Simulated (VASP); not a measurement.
# Be2C (Fm-3m) in VASP: notebook

The runs below take Be2C through single point, with LDA, r2SCAN.

All numbers are computed with VASP 6.6.1; they aren't measurements. Logs are shortened: lines on timing, memory, paths and dates and some standing lists are left out, and cuts for length are marked.

## (1) The cell of the first run

Symmetry: Fm-3m, No. 225, cubic system. Conventional cell: a = 4.387 Å, b = 4.387 Å, c = 4.387 Å, α = 90.00°, β = 90.00°, γ = 90.00°. Within 2.5 Å of C (site symmetry m-3m) lie 8 Be at 1.90 Å. Within 2.5 Å of Be (site symmetry -43m) lie 4 C at 1.90 Å and 6 Be at 2.19 Å.

## (2) Single point, LDA

The input, INCAR:

```
PREC     = Accurate       # precision mode
ENCUT    = 600            # plane-wave cutoff, eV
EDIFF    = 1E-6           # SCF threshold, eV
ISMEAR   = -1             # smearing method
SIGMA    = 0.05           # smearing width, eV
LREAL    = False          # projectors in reciprocal space
LASPH    = True           # aspherical terms in the spheres
NELM     = 120            # most SCF steps
ALGO     = Normal         # electronic algorithm
ISIF     = 2              # what is computed and relaxed
LWAVE    = False          # write WAVECAR
LCHARG   = True           # write CHGCAR
GGA      = CA             # functional
LELF     = True           # ELF
LVHAR    = True         
NBANDS   = 11             # bands
GGA_COMPAT= False
```

The input, KPOINTS:

```
Automatic mesh
0
Gamma
  11 11 11
```

The input, POSCAR:

```
Be2C
1.0
    0.0000000000      2.1934901093      2.1934901093
    2.1934901093      0.0000000000      2.1934901093
    2.1934901093      2.1934901093      0.0000000000
C Be
1 2
Direct
    0.0000000000      0.0000000000      0.0000000000
    0.7500000000      0.7500000000      0.7500000000
    0.2500000000      0.2500000000      0.2500000000
```

Potentials or basis: VASP PAW LDA potentials, release 64 (C, Be).

Started as:

```sh
$ cat potpaw_LDA.64/C/POTCAR potpaw_LDA.64/Be/POTCAR > POTCAR
$ mpirun -np 1 vasp_std > vasp.out
```

OUTCAR:

```text
PREC = Accurate
   ENCUT = 600
   EDIFF = 1E-6
   ISMEAR = -1
   LREAL = False
   LASPH = True
   NELM = 120
   ISIF = 2
   GGA = CA

 ion  position               nearest neighbor table
   1  0.000  0.000  0.000-   2 1.90   2 1.90   2 1.90   2 1.90   3 1.90   3 1.90   3 1.90   3 1.90

   2  0.750  0.750  0.750-   1 1.90   1 1.90   1 1.90   1 1.90   3 2.19   3 2.19   3 2.19   3 2.19
                             3 2.19   3 2.19
   3  0.250  0.250  0.250-   1 1.90   1 1.90   1 1.90   1 1.90   2 2.19   2 2.19   2 2.19   2 2.19
                             2 2.19   2 2.19

  LATTYP: Found a face centered cubic cell.
 ALAT       =     4.3869802186

  Lattice vectors:

 A1 = (   0.0000000000,   2.1934901093,   2.1934901093)
 A2 = (   2.1934901093,   0.0000000000,   2.1934901093)
 A3 = (   2.1934901093,   2.1934901093,   0.0000000000)

Analysis of symmetry for initial positions (statically):
=====================================================================
 Subroutine PRICEL returns:
 Original cell was already a primitive cell.

 Routine SETGRP: Setting up the symmetry group for a
 face centered cubic supercell.

 Subroutine GETGRP returns: Found 48 space group operations
[... 9 lines left out ...]

 Routine SETGRP: Setting up the symmetry group for a
 face centered cubic supercell.

 Subroutine GETGRP returns: Found 48 space group operations
[... 11 lines left out ...]
                                     Primitive cell

  volume of cell :      21.1075

  direct lattice vectors                    reciprocal lattice vectors
     0.000000000  2.193490109  2.193490109    -0.227947233  0.227947233  0.227947233
     2.193490109  0.000000000  2.193490109     0.227947233 -0.227947233  0.227947233
     2.193490109  2.193490109  0.000000000     0.227947233  0.227947233 -0.227947233

  length of vectors
     3.102063462  3.102063462  3.102063462     0.394816188  0.394816188  0.394816188

  position of ions in fractional coordinates (direct lattice)
     0.000000000  0.000000000  0.000000000
     0.750000000  0.750000000  0.750000000
     0.250000000  0.250000000  0.250000000

  ion indices of the primitive-cell ions
   primitive index   ion index
                 1           1
                 2           2
                 3           3

----------------------------------------------------------------------------------------

 KPOINTS: Automatic mesh

Automatic generation of k-mesh.
 Grid dimensions read from file:
 generate k-points for:   11   11   11

 Generating k-lattice:

  Cartesian coordinates                     Fractional coordinates (reciprocal lattice)
    -0.020722476  0.020722476  0.020722476     0.090909091  0.000000000  0.000000000
     0.020722476 -0.020722476  0.020722476     0.000000000  0.090909091  0.000000000
     0.020722476  0.020722476 -0.020722476     0.000000000  0.000000000  0.090909091

  Length of vectors
     0.035892381  0.035892381  0.035892381

  Shift w.r.t. Gamma in fractional coordinates (k-lattice)
     0.000000000  0.000000000  0.000000000

 Subroutine IBZKPT returns following result:
 ===========================================

 Found     56 irreducible k-points:

 Following reciprocal coordinates:
            Coordinates               Weight
  0.000000  0.000000  0.000000      1.000000
  0.090909  0.000000  0.000000      8.000000
  0.181818  0.000000  0.000000      8.000000
  0.272727  0.000000  0.000000      8.000000
  0.363636  0.000000  0.000000      8.000000
  0.454545  0.000000  0.000000      8.000000
[... 16 lines left out ...]
 -0.272727  0.181818  0.000000     24.000000
 -0.181818  0.181818  0.000000     12.000000
 [... further k-points ...]
   k-points           NKPTS =     56   k-points in BZ     NKDIM =     56   number of bands    NBANDS=     11
   number of dos      NEDOS =    301   number of ions     NIONS =      3
   total plane-waves  NPLWV =  21952
   dimension x,y,z NGX =    28 NGY =   28 NGZ =   28
   dimension x,y,z NGXF=    56 NGYF=   56 NGZF=   56
   ions per type =               1   2
   NGX,Y,Z   is equivalent  to a cutoff of  15.01, 15.01, 15.01 a.u.
   NGXF,Y,Z  is equivalent  to a cutoff of  30.01, 30.01, 30.01 a.u.
 SYSTEM =  unknown system
   PREC   = accura    normal or accurate (medium, high low for compatibility)
   ISTART =      0    job   : 0-new  1-cont  2-samecut
   ICHARG =      2    charge: 1-file 2-atom 10-const
   ISPIN  =      1    spin polarized calculation?
   LNONCOLLINEAR =      F non collinear calculations
   LSORBIT =      F    spin-orbit coupling
   LASPH  =      T    aspherical Exc in radial PAW
   ENCUT  =  600.0 eV  44.10 Ry    6.64 a.u.   6.20  6.20  6.20*2*pi/ulx,y,z
   NELM   =    120;   NELMIN=  2; NELMDL= -5     # of ELM steps
   EDIFF  = 0.1E-05   stopping-criterion for ELM
   LREAL  =      F    real-space projection
   EDIFFG = 0.1E-04   stopping-criterion for IOM
   NSW    =      0    number of steps for IOM
   IBRION =     -1    ionic relax: 0-MD 1-quasi-New 2-CG
   NFREE  =      0    steps in history (QN), initial steepest desc. (CG)
   ISIF   =      2    stress and relaxation
   ISYM   =      2    0-nonsym 1-usesym 2-fastsym
   POTIM  = 0.5000    time-step for ionic-motion
   TEBEG  =    0.0;   TEEND  =   0.0 temperature during run
   PSTRESS=    0.0 pullay stress
   NELECT =       8.0000    total number of electrons
   NUPDOWN=      -1.0000    fix difference up-down
   EMIN   =  10.00;   EMAX   =-10.00  energy-range for DOS
   EFERMI =   0.00;   METHOD = LEGACY
   ISMEAR =    -1;   SIGMA  =   0.05  broadening in eV -4-tet -1-fermi 0-gaus
   EFERMI_NEDOS =   21; number of points for ismear=-14 and -15
   IALGO  =     38    algorithm
   IMIX   =      4    mixing-type and parameters
     AMIX     =   0.40;   BMIX     =  1.00
     AMIX_MAG =   1.60;   BMIX_MAG =  1.00
  volume/ion in A,a.u.               =       7.04        47.48
  Fermi-wavevector in a.u.,A,eV,Ry     =   1.184748  2.238848 19.097501  1.403627
  Thomas-Fermi vector in A             =   2.320955
   LORBIT       =      0    0 simple, 1 ext, 2 COOP (PROOUT), +10 PAW based schemes
   GGA     = CA    functional components
   LHFCALC =     F    Hartree Fock is set to
   AEXX    =    0.0000 exact exchange contribution
   IVDW    =     0    specifies the selected vdW correction
   LEPSILON=     F    determine dielectric tensor
   LRPA    =     F    only Hartree local field effects (RPA)
 non-spin polarized calculation
  energy-cutoff  :      600.00
  volume of cell :       21.11
 maximum number of plane-waves:       725
 NGX is ok and might be reduce to    28
   NGX = 13   NGY = 13   NGZ = 13

 number of electron       8.0000000 magnetization

 Free energy of the ion-electron system (eV)
  ---------------------------------------------------
  ext. energy  EPLUGINS =         0.00000000
  ---------------------------------------------------
  free energy    TOTEN  =       -19.35338970 eV

  energy without entropy =      -19.35338967  energy(sigma->0) =      -19.35338968

 E-fermi :   7.7605     XC(G=0): -11.3716

 val. band max:        7.1497224351   @ k =   0.0000   0.0000   0.0000
 cond. band min:       8.3994769889   @ k =   0.4545   0.4545   0.0000
 fundamental gap:      1.2497545538
 Fermi energy:         7.7604939461

 k-point     1 :       0.0000    0.0000    0.0000
  band No.  band energies     occupation
      1      -7.4327      2.00000
      2       7.1497      1.99999
      3       7.1497      1.99999
      4       7.1497      1.99999
      5      11.1020      0.00000
      6      11.1020      0.00000
      7      11.1020      0.00000
      8      13.5839      0.00000
      9      19.8649      0.00000
     10      19.8649      0.00000
     11      19.8649      0.00000

 k-point     2 :       0.0909    0.0000    0.0000
  band No.  band energies     occupation
      1      -7.3048      2.00000
      2       6.0527      2.00000
      3       6.8992      2.00000
      4       6.8992      2.00000
      5      11.4646      0.00000
      6      11.4646      0.00000
      7      11.7978      0.00000
      8      13.8909      0.00000
      9      19.0293      0.00000
     10      19.0293      0.00000
     11      20.1708      0.00000

 k-point     3 :       0.1818    0.0000    0.0000
  band No.  band energies     occupation
      1      -6.9251      2.00000
      2       4.0317      2.00000
      3       6.3891      2.00000
      4       6.3891      2.00000
      5      12.1432      0.00000
      6      12.1432      0.00000
      7      12.6274      0.00000
      8      14.7342      0.00000
      9      18.1134      0.00000
     10      18.1134      0.00000
     11      21.0270      0.00000

 k-point     4 :       0.2727    0.0000    0.0000
  band No.  band energies     occupation
      1      -6.3112      2.00000
      2       1.9730      2.00000
      3       5.9072      2.00000
      4       5.9072      2.00000
      5      12.4385      0.00000
      6      12.4385      0.00000
      7      13.1762      0.00000
      8      15.6145      0.00000
      9      18.2722      0.00000
     10      18.2722      0.00000
     11      22.1048      0.00000

 k-point     5 :       0.3636    0.0000    0.0000
  band No.  band energies     occupation
      1      -5.5222      2.00000
      2       0.1597      2.00000
      3       5.5659      2.00000
      4       5.5659      2.00000
      5      12.2528      0.00000
      6      12.2528      0.00000
      7      13.5843      0.00000
      8      16.2411      0.00000
      9      19.4851      0.00000
     10      19.4851      0.00000
     11      22.9381      0.00000
[... 211 lines left out ...]
 k-point    21 :      -0.4545    0.1818    0.0000
  band No.  band energies     occupation
      1      -4.3574      2.00000
      2      -0.8026      2.00000
      3       3.5585      2.00000
      4       4.3858      2.00000
      5      11.4881      0.00000
      6      14.1128      0.00000
      7      15.4152      0.00000
      8      17.1376      0.00000
      9      19.5357      0.00000
     10      20.4417      0.00000
     11      23.5285      0.00000

 k-point    22 :      -0.3636    0.1818    0.0000
  band No.  band energies     occupation
      1      -4.6459      2.00000
      2      -0.3693      2.00000
      3       3.2686      2.00000
      4       4.8551      2.00000
      5      11.8952      0.00000
      6      13.8831      0.00000
      7      15.2207      0.00000
      8      17.3990      0.00000
      9      18.3418      0.00000
     10      20.3826      0.00000
     11      23.4009      0.00000

 k-point    23 :      -0.2727    0.1818    0.0000
  band No.  band energies     occupation
      1      -5.3966      2.00000
      2       0.9503      2.00000
      3       3.2713      2.00000
      4       5.4934      2.00000
      5      12.4253      0.00000
      6      13.7116      0.00000
      7      14.8557      0.00000
      8      16.2409      0.00000
      9      16.4969      0.00000
     10      21.7379      0.00000
     11      23.1922      0.00000

 k-point    24 :      -0.1818    0.1818    0.0000
  band No.  band energies     occupation
      1      -6.1109      2.00000
      2       2.4038      2.00000
      3       3.7727      2.00000
      4       6.1596      2.00000
      5      12.8389      0.00000
      6      13.0427      0.00000
      7      14.5144      0.00000
      8      14.8817      0.00000
      9      15.9195      0.00000
     10      21.4752      0.00000
     11      22.5848      0.00000

 [... further k-points ...]
[... 5 lines left out ...]
  --------------------------------------------------------------------------------------
  -------------------------------------------------------------------------------------
  Total       -1.9830531     -1.9830531     -1.9830531     -0.0000000     -0.0000000      0.0000000
  in kB     -150.5247380   -150.5247380   -150.5247380     -0.0000000     -0.0000000      0.0000000
  external PRESSURE =    -150.5247380 kB  Pullay stress =       0.0000000 kB

 VOLUME and BASIS-vectors are now :
 -----------------------------------------------------------------------------
  energy-cutoff  :      600.00
  volume of cell :       21.11
      direct lattice vectors                 reciprocal lattice vectors
     0.000000000  2.193490109  2.193490109    -0.227947233  0.227947233  0.227947233
     2.193490109  0.000000000  2.193490109     0.227947233 -0.227947233  0.227947233
     2.193490109  2.193490109  0.000000000     0.227947233  0.227947233 -0.227947233

 POSITION                                       TOTAL-FORCE (eV/Angst)
 -----------------------------------------------------------------------------------
      0.00000      0.00000      0.00000         0.000000     -0.000000      0.000000
      3.29024      3.29024      3.29024         0.000000      0.000000      0.000000
      1.09675      1.09675      1.09675        -0.000000     -0.000000     -0.000000
 -----------------------------------------------------------------------------------
    total drift:                               -0.000000     -0.000000      0.000000

  FREE ENERGIE OF THE ION-ELECTRON SYSTEM (eV)
  ---------------------------------------------------
  free  energy   TOTEN  =       -19.3533897023 eV

  energy  without entropy=      -19.3533896673  energy(sigma->0) =      -19.35338968
```

It took 26 s on 1 thread of Intel Xeon 8259CL, shared host; peak memory 0.14 GiB.

What came out:

| Property | Result |
| --- | --- |
| Free energy | -19.3534 eV |
| Pressure | -15.1 GPa |
| Band gap on the k mesh | 1.25 eV, indirect (least direct gap 3.95 eV) |

A k mesh can miss the band edges. Expect the measured gap to be larger: semilocal functionals such as LDA lack the derivative discontinuity.

## (3) Single point, LDA

This run uses another cell than the first one, of 7.17 Å³/atom, 1.019 times its volume.

The input, INCAR:

```
PREC = Accurate ; ENCUT = 600
EDIFF = 1E-6 ; ISMEAR = -1
SIGMA = 0.05 ; LREAL = F
LASPH = T ; NELM = 120
ALGO = Normal ; ISIF = 2
LWAVE = F ; LCHARG = F
NBANDS = 11 ; GGA_COMPAT = F
```

The input, KPOINTS:

```
regular mesh
0
Gamma
  11 11 11
```

The input, POSCAR:

```
Be2C
1.0
    0.0000000000      2.2074617605      2.2074617605
    2.2074617605      0.0000000000      2.2074617605
    2.2074617605      2.2074617605      0.0000000000
C Be
1 2
Direct
    0.0000000000      0.0000000000      0.0000000000
    0.7500000000      0.7500000000      0.7500000000
    0.2500000000      0.2500000000      0.2500000000
```

Potentials or basis: VASP PAW LDA potentials, release 64 (C, Be).

Started as:

```sh
$ cat potpaw_LDA.64/C/POTCAR potpaw_LDA.64/Be/POTCAR > POTCAR
$ mpirun -np 1 vasp_std > vasp.out
```

Wall time 22 s (1 thread of Intel Xeon 8259CL, shared host); peak memory 0.14 GiB.

It converged, with:

| Property | Result |
| --- | --- |
| Free energy | -19.3118 eV |
| Pressure | -18.0 GPa |
| Band gap on the k mesh | 1.24 eV, indirect (least direct gap 3.92 eV) |

Levels at points of the mesh, in eV from the valence-band top:
| k point | band 1 | band 2 | band 3 | band 4 | band 5 | band 6 | band 7 | band 8 |
| --- | --- | --- | --- | --- | --- | --- | --- | --- |
| (0.00, 0.00, 0.00) | -14.45 | 0.00 | 0.00 | 0.00 | 3.92 | 3.92 | 3.92 | 6.23 |

A k mesh can miss the band edges. A hybrid or GW would open this gap; LDA tends to underestimate it.

## (4) Single point, r2SCAN

This run uses another cell than the first one, of 6.77 Å³/atom, 0.962 times its volume.

The input, POSCAR:

```
Be2C
1.0
    0.0000000000      2.1650000000      2.1650000000
    2.1650000000      0.0000000000      2.1650000000
    2.1650000000      2.1650000000      0.0000000000
C Be
1 2
Direct
    0.0000000000      0.0000000000      0.0000000000
    0.7500000000      0.7500000000      0.7500000000
    0.2500000000      0.2500000000      0.2500000000
```

The input, INCAR.step1:

```
PREC = Accurate
ENCUT = 660
ISMEAR = -1
SIGMA = 0.05
LREAL = False
LASPH = True
NELM = 120
NBANDS = 11
GGA = PE
ALGO = Normal
EDIFF = 1E-5
LWAVE = True
LCHARG = False
GGA_COMPAT = False
```

The input, INCAR.step2:

```
PREC = Accurate
ENCUT = 660
EDIFF = 1E-6
ISMEAR = -1
SIGMA = 0.05
LREAL = False
LASPH = True
NELM = 120
ALGO = Normal
ISIF = 2
LWAVE = False
LCHARG = True
METAGGA = R2SCAN
LMIXTAU = True
LELF = True
LVHAR = True
NBANDS = 11
ISTART = 1
GGA_COMPAT = False
```

KPOINTS is that of step 3.

Potentials or basis: VASP PAW PBE potentials, release 64 (C, Be).

Started as:

```sh
$ cat potpaw_PBE.64/C/POTCAR potpaw_PBE.64/Be/POTCAR > POTCAR
$ cp INCAR.step1 INCAR
$ mpirun -np 1 vasp_std > vasp.out
$ cp INCAR.step2 INCAR
$ mpirun -np 1 vasp_std > vasp.out
```

It took 1.8 min on 1 thread of Intel Xeon 8259CL, shared host; peak memory 0.17 GiB.

Results (log left out):

```yaml
Free_energy: -19.4762 eV
Pressure: -0.5 GPa
Band_gap_on_the_k_mesh: 1.62 eV, indirect (least direct gap 4.62 eV)
```

Levels at points of the mesh, in eV from the valence-band top:
| k point | band 1 | band 2 | band 3 | band 4 | band 5 | band 6 | band 7 | band 8 |
| --- | --- | --- | --- | --- | --- | --- | --- | --- |
| (0.00, 0.00, 0.00) | -15.93 | 0.00 | 0.00 | 0.00 | 4.62 | 4.62 | 4.62 | 7.39 |

Caveat: the PAW data sets were made with another functional, which shifts forces and pressure a little.

## (5) Overview

```tsv
level	potentials or basis	cell	cutoff (eV)	gap on the mesh (eV)	pressure (GPa)
LDA	VASP PAW LDA potentials, release 64 (C, Be)	a = 3.102 Å, angles 60.0°, 3 atoms	600	1.25	-15.1
LDA	VASP PAW LDA potentials, release 64 (C, Be)	a = 3.122 Å, angles 60.0°, 3 atoms	600	1.24	-18.0
r2SCAN	VASP PAW PBE potentials, release 64 (C, Be)	a = 3.062 Å, angles 60.0°, 3 atoms	660	1.62	-0.5
```

Alike in all rows: task single point; no spin polarisation; k mesh 11 × 11 × 11; smearing fermi-dirac 0.05 eV.

Caveats: the PAW data sets were made with another functional, which shifts forces and pressure a little (some runs).

Total energies depend on the potentials used, so only differences within one code and one set of settings carry meaning.
